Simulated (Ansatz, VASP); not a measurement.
**PbF2: VASP beside Ansatz**

The input INCAR:

```
SYSTEM = PbF2
  ALGO = Normal
  EDIFF = 1E-6
  ENCUT = 520
  ISIF = 2
  ISMEAR = -1
  LASPH = .TRUE.
  LCHARG = .FALSE.
  LREAL = .FALSE.
  LWAVE = .FALSE.
  NBANDS = 21
  NELM = 60
  PREC = Accurate
  SIGMA = 0.03
```

The input KPOINTS:

```
k-points
0
G
  7 7 7
  0 0 0
```

POSCAR

```
PbF2
1.0
    0.0000000000      3.0280971407      3.0280971407
    3.0280971407      0.0000000000      3.0280971407
    3.0280971407      3.0280971407      0.0000000000
Pb F
1 2
Direct
    0.0000000000      0.0000000000      0.0000000000
    0.2500000000      0.2500000000      0.2500000000
    0.7500000000      0.7500000000      0.7500000000
```

Input for Ansatz:

```yaml
crystal:
  lattice:
    - [0.0, 3.0280971407, 3.0280971407]
    - [3.0280971407, 0.0, 3.0280971407]
    - [3.0280971407, 3.0280971407, 0.0]
  atoms:
    - { symbol: Pb, position: [0.0, 0.0, 0.0] }
    - { symbol: F, position: [0.25, 0.25, 0.25] }
    - { symbol: F, position: [0.75, 0.75, 0.75] }
kpoints:
  mp_grid: { grid: [7, 7, 7] }
  band_path:
    path:
      - [0.0, 0.0, 0.0]
      - [0.5, 0.0, 0.5]
      - [0.625, 0.25, 0.625]
      - [0.375, 0.375, 0.75]
      - [0.0, 0.0, 0.0]
      - [0.5, 0.5, 0.5]
      - [0.5, 0.25, 0.75]
      - [0.5, 0.0, 0.5]
    npoints: 5
scf:
  occupations: { method: fermi_dirac, width: 0.03 }
hamiltonian:
  xc: lda
  pseudopotentials: { kind: all_electron, lapw: { basis_error: 0.0005 } }
output:
  forces: true
  stress: true
  eigenvalues: true
```

Change from the starting cell: volume scaled by 1.06.

Alike in both runs: task single point; functional LDA; k mesh 7 × 7 × 7; occupations fermi-dirac, width 0.03 eV; no spin polarisation.

```csv
,VASP,Ansatz
version,VASP 6.6.1,Ansatz 0.2.0
potentials or method,"VASP PAW LDA potentials, release 64 (Pb_d, F), cutoff 520 eV","all-electron LAPW, scalar-relativistic"
```

|  | VASP | Ansatz | Ansatz less VASP |
| --- | --- | --- | --- |
| gap on the k mesh at the Fermi level (eV) | 4.26 | 4.28 | +0.022 |
| pressure (GPa) | -8.1 | -8.1 | +0.06 |

LDA's correlation is that of Perdew and Zunger in VASP and of Perdew and Wang (1992) in Ansatz. Ansatz ran all-electron here, and VASP with PAW potentials.

Spin-orbit coupling is off throughout.
